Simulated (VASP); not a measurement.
# SrTe (Fm-3m) in VASP: settings compared

Aim: see how the results for SrTe move with the level of theory and the settings. Levels: PBE, PBE-based global hybrid with 40 % exact exchange, PBE-based screened hybrid with 20 % exact exchange. Tasks: single point.

Everything below comes from runs of VASP 6.6.1. Logs are shortened: lines on timing, memory, paths and dates and some standing lists are left out, and cuts for length are marked.

## (1) The cell of the first run

The structure is cubic, space group Fm-3m (No. 225). Conventional cell: a = 6.706 Å, b = 6.706 Å, c = 6.706 Å, α = 90.00°, β = 90.00°, γ = 90.00°. Sr (site symmetry m-3m) has 6 Te at 3.35 Å within 4.4 Å. Te (site symmetry m-3m) has 6 Sr at 3.35 Å within 4.4 Å.

## (2) Single point, PBE

INCAR

```
PREC = Accurate ; ENCUT = 500
EDIFF = 1E-6 ; ISMEAR = 0
SIGMA = 0.01 ; LREAL = False
LASPH = True ; NELM = 120
ALGO = Normal ; ISIF = 2
LWAVE = False ; LCHARG = False
GGA = PE ; NBANDS = 15
GGA_COMPAT = False
```

KPOINTS

```
regular mesh
0
Gamma
  4 4 4
```

POSCAR

```
SrTe
1.0
    0.0000000000      3.3527582020      3.3527582020
    3.3527582020      0.0000000000      3.3527582020
    3.3527582020      3.3527582020      0.0000000000
Sr Te
1 1
Direct
    0.0000000000      0.0000000000      0.0000000000
    0.5000000000      0.5000000000      0.5000000000
```

Potentials or basis: VASP PAW PBE potentials, release 64 (Sr_sv, Te).

Run with:

```bash
$ cat potpaw_PBE.64/Sr_sv/POTCAR potpaw_PBE.64/Te/POTCAR > POTCAR
$ mpirun -np 1 vasp_std > vasp.out
```

OUTCAR:

```text
PREC = Accurate
   ENCUT = 500
   EDIFF = 1E-6
   ISMEAR = 0
   LREAL = False
   LASPH = True
   NELM = 120
   ISIF = 2
   GGA = PE

 ion  position               nearest neighbor table
   1  0.000  0.000  0.000-   2 3.35   2 3.35   2 3.35   2 3.35   2 3.35   2 3.35
   2  0.500  0.500  0.500-   1 3.35   1 3.35   1 3.35   1 3.35   1 3.35   1 3.35

  LATTYP: Found a face centered cubic cell.
 ALAT       =     6.7055164040

  Lattice vectors:

 A1 = (   0.0000000000,   3.3527582020,   3.3527582020)
 A2 = (   3.3527582020,   0.0000000000,   3.3527582020)
 A3 = (   3.3527582020,   3.3527582020,   0.0000000000)

Analysis of symmetry for initial positions (statically):
=====================================================================
 Subroutine PRICEL returns:
 Original cell was already a primitive cell.

 Routine SETGRP: Setting up the symmetry group for a
 face centered cubic supercell.

 Subroutine GETGRP returns: Found 48 space group operations
 (whereof 48 operations were pure point group operations)
 out of a pool of 48 trial point group operations.

The static configuration has the point symmetry O_h .

Analysis of symmetry for dynamics (positions and initial velocities):
=====================================================================
 Subroutine PRICEL returns:
 Original cell was already a primitive cell.

 Routine SETGRP: Setting up the symmetry group for a
 face centered cubic supercell.

 Subroutine GETGRP returns: Found 48 space group operations
 (whereof 48 operations were pure point group operations)
 out of a pool of 48 trial point group operations.

The dynamic configuration has the point symmetry O_h .

 Subroutine INISYM returns: Found 48 space group operations
 (whereof 48 operations are pure point group operations),
 and found     1 'primitive' translations

----------------------------------------------------------------------------------------

                                     Primitive cell

  volume of cell :      75.3766

  direct lattice vectors                    reciprocal lattice vectors
     0.000000000  3.352758202  3.352758202    -0.149130945  0.149130945  0.149130945
     3.352758202  0.000000000  3.352758202     0.149130945 -0.149130945  0.149130945
     3.352758202  3.352758202  0.000000000     0.149130945  0.149130945 -0.149130945

  length of vectors
     4.741516121  4.741516121  4.741516121     0.258302374  0.258302374  0.258302374

  position of ions in fractional coordinates (direct lattice)
     0.000000000  0.000000000  0.000000000
     0.500000000  0.500000000  0.500000000

  ion indices of the primitive-cell ions
   primitive index   ion index
                 1           1
                 2           2

----------------------------------------------------------------------------------------

 KPOINTS: regular mesh

Automatic generation of k-mesh.
 Grid dimensions read from file:
 generate k-points for:    4    4    4

 Generating k-lattice:

  Cartesian coordinates                     Fractional coordinates (reciprocal lattice)
    -0.037282736  0.037282736  0.037282736     0.250000000  0.000000000  0.000000000
     0.037282736 -0.037282736  0.037282736     0.000000000  0.250000000  0.000000000
     0.037282736  0.037282736 -0.037282736     0.000000000  0.000000000  0.250000000

  Length of vectors
     0.064575594  0.064575594  0.064575594

  Shift w.r.t. Gamma in fractional coordinates (k-lattice)
     0.000000000  0.000000000  0.000000000

 Subroutine IBZKPT returns following result:
 ===========================================

 Found      8 irreducible k-points:

 Following reciprocal coordinates:
            Coordinates               Weight
  0.000000  0.000000  0.000000      1.000000
  0.250000  0.000000  0.000000      8.000000
  0.500000  0.000000  0.000000      4.000000
  0.250000  0.250000  0.000000      6.000000
  0.500000  0.250000  0.000000     24.000000
 -0.250000  0.250000  0.000000     12.000000
  0.500000  0.500000  0.000000      3.000000
 -0.250000  0.500000  0.250000      6.000000
   k-points           NKPTS =      8   k-points in BZ     NKDIM =      8   number of bands    NBANDS=     15
   number of dos      NEDOS =    301   number of ions     NIONS =      2
   total plane-waves  NPLWV =  46656
   dimension x,y,z NGX =    36 NGY =   36 NGZ =   36
   dimension x,y,z NGXF=    72 NGYF=   72 NGZF=   72
   ions per type =               1   1
   NGX,Y,Z   is equivalent  to a cutoff of  12.62, 12.62, 12.62 a.u.
   NGXF,Y,Z  is equivalent  to a cutoff of  25.24, 25.24, 25.24 a.u.
 SYSTEM =  unknown system
   PREC   = accura    normal or accurate (medium, high low for compatibility)
   ISTART =      0    job   : 0-new  1-cont  2-samecut
   ICHARG =      2    charge: 1-file 2-atom 10-const
   ISPIN  =      1    spin polarized calculation?
   LNONCOLLINEAR =      F non collinear calculations
   LSORBIT =      F    spin-orbit coupling
   LASPH  =      T    aspherical Exc in radial PAW
   ENCUT  =  500.0 eV  36.75 Ry    6.06 a.u.   8.64  8.64  8.64*2*pi/ulx,y,z
   NELM   =    120;   NELMIN=  2; NELMDL= -5     # of ELM steps
   EDIFF  = 0.1E-05   stopping-criterion for ELM
   LREAL  =      F    real-space projection
   EDIFFG = 0.1E-04   stopping-criterion for IOM
   NSW    =      0    number of steps for IOM
   IBRION =     -1    ionic relax: 0-MD 1-quasi-New 2-CG
   NFREE  =      0    steps in history (QN), initial steepest desc. (CG)
   ISIF   =      2    stress and relaxation
   ISYM   =      2    0-nonsym 1-usesym 2-fastsym
   POTIM  = 0.5000    time-step for ionic-motion
   TEBEG  =    0.0;   TEEND  =   0.0 temperature during run
   PSTRESS=    0.0 pullay stress
   NELECT =      16.0000    total number of electrons
   NUPDOWN=      -1.0000    fix difference up-down
   EMIN   =  10.00;   EMAX   =-10.00  energy-range for DOS
   EFERMI =   0.00;   METHOD = LEGACY
   ISMEAR =     0;   SIGMA  =   0.01  broadening in eV -4-tet -1-fermi 0-gaus
   EFERMI_NEDOS =   21; number of points for ismear=-14 and -15
   IALGO  =     38    algorithm
   IMIX   =      4    mixing-type and parameters
     AMIX     =   0.40;   BMIX     =  1.00
     AMIX_MAG =   1.60;   BMIX_MAG =  1.00
  volume/ion in A,a.u.               =      37.69       254.33
  Fermi-wavevector in a.u.,A,eV,Ry     =   0.976568  1.845446 12.975679  0.953686
  Thomas-Fermi vector in A             =   2.107197
   LORBIT       =      0    0 simple, 1 ext, 2 COOP (PROOUT), +10 PAW based schemes
   GGA     = PE    functional components
   LHFCALC =     F    Hartree Fock is set to
   AEXX    =    0.0000 exact exchange contribution
   IVDW    =     0    specifies the selected vdW correction
   LEPSILON=     F    determine dielectric tensor
   LRPA    =     F    only Hartree local field effects (RPA)
 non-spin polarized calculation
 Gauss-broadening in eV      SIGMA  =   0.01
  energy-cutoff  :      500.00
  volume of cell :       75.38
 maximum number of plane-waves:      1924
 NGX is ok and might be reduce to    36
   NGX = 17   NGY = 17   NGZ = 17

 number of electron      16.0000000 magnetization

 Free energy of the ion-electron system (eV)
  ---------------------------------------------------
  ext. energy  EPLUGINS =         0.00000000
  ---------------------------------------------------
  free energy    TOTEN  =        -8.25443916 eV

  energy without entropy =       -8.25443916  energy(sigma->0) =       -8.25443916

 E-fermi :   2.8117     XC(G=0):  -8.4326

 val. band max:        2.7193171303   @ k =   0.0000   0.0000   0.0000
 cond. band min:       4.4576291079   @ k =   0.5000   0.5000   0.0000
 fundamental gap:      1.7383119776
 Fermi energy:         2.8117310398

 k-point     1 :       0.0000    0.0000    0.0000
  band No.  band energies     occupation
      1     -32.0281      2.00000
      2     -14.0142      2.00000
      3     -14.0142      2.00000
      4     -14.0142      2.00000
      5      -7.1957      2.00000
      6       2.7193      2.00000
      7       2.7193      2.00000
      8       2.7193      2.00000
      9       5.4805      0.00000
     10       5.9988      0.00000
     11       5.9988      0.00000
     12       5.9988      0.00000
     13       6.6238      0.00000
     14       6.6238      0.00000
     15      10.2116      0.00000

 k-point     2 :       0.2500    0.0000    0.0000
  band No.  band energies     occupation
      1     -32.0262      2.00000
      2     -14.0727      2.00000
      3     -14.0170      2.00000
      4     -14.0170      2.00000
      5      -6.9105      2.00000
      6       1.0148      2.00000
      7       2.0892      2.00000
      8       2.0892      2.00000
      9       5.9327      0.00000
     10       6.7194      0.00000
     11       6.7194      0.00000
     12       7.7810      0.00000
     13       8.0311      0.00000
     14       8.0311      0.00000
     15      10.9484      0.00000

 k-point     3 :       0.5000    0.0000    0.0000
  band No.  band energies     occupation
      1     -32.0243      2.00000
      2     -14.1290      2.00000
      3     -14.0197      2.00000
      4     -14.0197      2.00000
      5      -6.5929      2.00000
      6      -0.0552      2.00000
      7       1.6467      2.00000
      8       1.6467      2.00000
      9       6.5677      0.00000
     10       7.8342      0.00000
     11       8.0139      0.00000
     12       8.0139      0.00000
     13       9.3495      0.00000
     14       9.3495      0.00000
     15      10.4574      0.00000
[... 55 lines left out ...]
 k-point     7 :       0.5000    0.5000    0.0000
  band No.  band energies     occupation
      1     -32.0229      2.00000
      2     -14.0922      2.00000
      3     -14.0459      2.00000
      4     -14.0459      2.00000
      5      -6.7624      2.00000
      6       0.7735      2.00000
      7       1.9903      2.00000
      8       1.9903      2.00000
      9       4.4576      0.00000
     10       6.5472      0.00000
     11       7.5040      0.00000
     12       8.7277      0.00000
     13       8.8029      0.00000
     14       8.8029      0.00000
     15      11.2378      0.00000

 k-point     8 :      -0.2500    0.5000    0.2500
  band No.  band energies     occupation
      1     -32.0229      2.00000
      2     -14.0690      2.00000
      3     -14.0690      2.00000
      4     -14.0531      2.00000
      5      -6.6686      2.00000
      6       1.1750      2.00000
      7       1.1750      2.00000
      8       1.2377      2.00000
      9       6.6339      0.00000
     10       6.6339      0.00000
     11       7.1331      0.00000
     12       8.3572      0.00000
     13       8.8131      0.00000
     14      10.2482      0.00000
     15      10.8329      0.00000

------------------------ aborting loop because EDIFF is reached ----------------------------------------

  FORCE on cell =-STRESS in cart. coord.  units (eV):
  Direction    XX          YY          ZZ          XY          YZ          ZX
  --------------------------------------------------------------------------------------
  -------------------------------------------------------------------------------------
  Total        0.1663501      0.1663501      0.1663501     -0.0000000     -0.0000000      0.0000000
  in kB        3.5358744      3.5358744      3.5358744     -0.0000000     -0.0000000      0.0000000
  external PRESSURE =       3.5358744 kB  Pullay stress =       0.0000000 kB

 VOLUME and BASIS-vectors are now :
 -----------------------------------------------------------------------------
  energy-cutoff  :      500.00
  volume of cell :       75.38
      direct lattice vectors                 reciprocal lattice vectors
     0.000000000  3.352758202  3.352758202    -0.149130945  0.149130945  0.149130945
     3.352758202  0.000000000  3.352758202     0.149130945 -0.149130945  0.149130945
     3.352758202  3.352758202  0.000000000     0.149130945  0.149130945 -0.149130945

 POSITION                                       TOTAL-FORCE (eV/Angst)
 -----------------------------------------------------------------------------------
      0.00000      0.00000      0.00000         0.000000      0.000000      0.000000
      3.35276      3.35276      3.35276        -0.000000     -0.000000     -0.000000
 -----------------------------------------------------------------------------------
    total drift:                                0.000000      0.000000      0.000000

  FREE ENERGIE OF THE ION-ELECTRON SYSTEM (eV)
  ---------------------------------------------------
  free  energy   TOTEN  =        -8.2544391604 eV

  energy  without entropy=       -8.2544391604  energy(sigma->0) =       -8.25443916
```

Run time: 13 s. Hardware: 1 thread of AMD EPYC 7R43 (Zen 3), shared host; peak memory 0.17 GiB.

Results:

* Free energy: -8.2544 eV
* Pressure: 0.4 GPa
* Band gap on the k mesh: 1.74 eV (least direct gap 2.47 eV)

Caveat: spin-orbit coupling is left out, which moves the levels of the heavy elements. A k mesh can miss the band edges.

## (3) Single point, PBE-based global hybrid with 40 % exact exchange

POSCAR is that of step 2.

INCAR.step1

```
PREC = Accurate
ENCUT = 400
EDIFF = 1E-5
ISMEAR = 0
SIGMA = 0.01
LREAL = F
LASPH = T
NELM = 120
ALGO = Normal
ISIF = 2
LWAVE = T
GGA = PE
NBANDS = 15
GGA_COMPAT = F
```

INCAR.step2

```
PREC = Accurate
ENCUT = 400
EDIFF = 1E-6
ISMEAR = 0
SIGMA = 0.01
LREAL = F
LASPH = T
NELM = 120
ALGO = Normal
ISIF = 2
LWAVE = F
LCHARG = T
GGA = PE
LHFCALC = T
AEXX = 0.4
PRECFOCK = Normal
LELF = T
LVHAR = T
ISTART = 1
NBANDS = 15
GGA_COMPAT = F
```

KPOINTS

```
Automatic mesh
0
Gamma
  4 4 4
```

Potentials or basis: VASP PAW PBE potentials, release 64 (Sr_sv, Te).

Run with:

```bash
$ cat potpaw_PBE.64/Sr_sv/POTCAR potpaw_PBE.64/Te/POTCAR > POTCAR
$ cp INCAR.step1 INCAR
$ mpirun -np 1 vasp_std > vasp.out
$ cp INCAR.step2 INCAR
$ mpirun -np 1 vasp_std > vasp.out
```

Run time: 7.2 min. Hardware: 1 thread of AMD EPYC 7R43 (Zen 3), shared host; peak memory 0.15 GiB.

It converged, with:

```yaml
Free_energy: -11.2163 eV
Pressure: -0.6 GPa
Band_gap_on_the_k_mesh: 4.09 eV (least direct gap 4.97 eV)
```

Levels at points of the mesh, in eV from the valence-band top:
```tsv
k point	band 5	band 6	band 7	band 8	band 9	band 10	band 11	band 12
(0.00, 0.00, 0.00)	-11.42	0.00	0.00	0.00	5.09	5.93	5.93	5.93
(0.50, 0.00, 0.00)	-10.66	-3.22	-1.19	-1.19	6.14	8.09	8.38	8.38
(0.50, 0.50, 0.00)	-10.86	-2.35	-0.88	-0.88	4.09	6.35	7.69	9.07
```

Caveat: the PAW data sets were made with another functional, which shifts forces and pressure a little; spin-orbit coupling is left out, which moves the levels of the heavy elements. A k mesh can miss the band edges.

## (4) Single point, PBE-based screened hybrid with 20 % exact exchange

POSCAR is that of step 3.

INCAR.step1

```
ALGO     = Normal         # electronic algorithm
EDIFF    = 1E-5           # SCF threshold, eV
ENCUT    = 400            # plane-wave cutoff, eV
GGA      = PE             # functional
GGA_COMPAT= F            
ISIF     = 2              # what is computed and relaxed
ISMEAR   = 0              # smearing method
LASPH    = T              # aspherical terms in the spheres
LCHARG   = F              # write CHGCAR
LREAL    = F              # projectors in reciprocal space
LWAVE    = T              # write WAVECAR
NBANDS   = 15             # bands
NELM     = 120            # most SCF steps
PREC     = Accurate       # precision mode
SIGMA    = 0.01           # smearing width, eV
```

INCAR.step2

```
AEXX     = 0.2            # exact-exchange fraction
ALGO     = Normal         # electronic algorithm
EDIFF    = 1E-6           # SCF threshold, eV
ENCUT    = 400            # plane-wave cutoff, eV
GGA      = PE             # functional
GGA_COMPAT= F            
HFSCREEN = 0.3            # screening, 1/A
ISIF     = 2              # what is computed and relaxed
ISMEAR   = 0              # smearing method
ISTART   = 1            
LASPH    = T              # aspherical terms in the spheres
LCHARG   = F              # write CHGCAR
LHFCALC  = T              # exact exchange
LREAL    = F              # projectors in reciprocal space
LWAVE    = F              # write WAVECAR
NBANDS   = 15             # bands
NELM     = 120            # most SCF steps
PREC     = Accurate       # precision mode
PRECFOCK = Normal       
SIGMA    = 0.01           # smearing width, eV
```

KPOINTS

```
k-points
0
Gamma
  4 4 4
```

Run with:

```bash
$ cat potpaw_PBE.64/Sr_sv/POTCAR potpaw_PBE.64/Te/POTCAR > POTCAR
$ cp INCAR.step1 INCAR
$ mpirun -np 1 vasp_std > vasp.out
$ cp INCAR.step2 INCAR
$ mpirun -np 1 vasp_std > vasp.out
```

It took 5.3 min on 1 thread of AMD EPYC 7R43 (Zen 3), shared host; peak memory 0.24 GiB.

Results (log left out):

- Free energy: -9.0282 eV
- Pressure: 0.0 GPa
- Band gap on the k mesh: 2.20 eV (least direct gap 2.98 eV)

Levels at points of the mesh, in eV from the valence-band top:
```csv
k point,band 5,band 6,band 7,band 8,band 9,band 10,band 11,band 12
"(0.00, 0.00, 0.00)",-10.56,0.00,0.00,0.00,3.23,3.84,3.84,3.84
"(0.50, 0.00, 0.00)",-9.90,-2.90,-1.10,-1.10,4.29,5.81,6.03,6.03
"(0.50, 0.50, 0.00)",-10.08,-2.07,-0.78,-0.78,2.20,4.35,5.45,6.74
```

Caveat: the PAW data sets were made with another functional, which shifts forces and pressure a little; spin-orbit coupling is left out, which moves the levels of the heavy elements. A k mesh can miss the band edges.

## (5) The runs side by side

| level | cutoff (eV) | grid for exact exchange (PRECFOCK) | share of exact exchange | screening parameter | gap on the mesh (eV) | pressure (GPa) |
| --- | --- | --- | --- | --- | --- | --- |
| PBE | 500 | - | - | - | 1.74 | 0.4 |
| PBE-based global hybrid with 40 % exact exchange | 400 | Normal | 0.4 | - | 4.09 | -0.6 |
| PBE-based screened hybrid with 20 % exact exchange | 400 | Normal | 0.2 | 0.3 1/Å | 2.20 | 0.0 |

Alike in all rows: task single point; potentials or basis VASP PAW PBE potentials, release 64 (Sr_sv, Te); no spin polarisation; cell as given; k mesh 4 × 4 × 4; smearing gaussian 0.01 eV.

On the cell as given the gap runs from 1.74 eV (PBE) to 4.09 eV (PBE-based global hybrid with 40 % exact exchange). The pressure there spans -0.6 GPa (PBE-based global hybrid with 40 % exact exchange) to 0.4 GPa (PBE); a positive pressure means that this level wants a larger cell, a negative one a smaller.

Caveats: spin-orbit coupling is left out, which moves the levels of the heavy elements; the PAW data sets were made with another functional, which shifts forces and pressure a little (at least some runs).

Total energies depend on the potentials used, so only differences within one code and one set of settings carry meaning.
